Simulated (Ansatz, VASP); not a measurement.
# Si3N: VASP beside Ansatz

```xyz
8
Lattice="3.8333 0.0000 0.0000 0.0000 5.4212 0.0000 0.0000 0.0000 22.4878" Properties=species:S:1:pos:R:3 pbc="T T T"
Si    1.9167    0.0000    4.0000
Si    0.0000    1.3553    4.0000
Si    0.0000    2.7316    5.8663
Si    1.9167    4.0448    5.8663
Si    1.9167    0.0466    7.6878
Si    0.0000    1.3087    7.6878
N     1.9167    4.5643   10.7878
N     1.9167    4.5643   11.8878
```

Alike in both runs: task single point; functional PBE; dispersion D3(BJ); k mesh 7 × 5 × 1; occupations gaussian, width 0.05 eV; no spin polarisation.

```csv
,VASP,Ansatz
version,VASP 6.6.1,Ansatz 0.2.0
potentials or method,"VASP PAW PBE potentials, release 64 (Si, N), cutoff 520 eV","scalar-relativistic, plane waves, PAW"
valence electrons in the cell,34,34
```

Ansatz gave:

| Quantity | Value |
| --- | --- |
| gap on the k mesh at the Fermi level (eV) | none |
| rms of the force components (eV/Å) | 0.190 |
| work function, face that differs most (eV) | 4.83 |

**Question.** What did VASP give for the same quantities?

**Answer.** gap on the k mesh at the Fermi level (eV): none; rms of the force components (eV/Å): 0.629; work function, face that differs most (eV): 4.83.

Atom by atom the forces differ by 0.519 eV/Å (rms over components). A gap of «none» marks a metal or a gap that the smearing closes. One of these differences is far larger than is usual between the two programs; its cause wasn't traced.

Noted on VASP's run: the standard files for N, O and F lose accuracy on very short bonds.
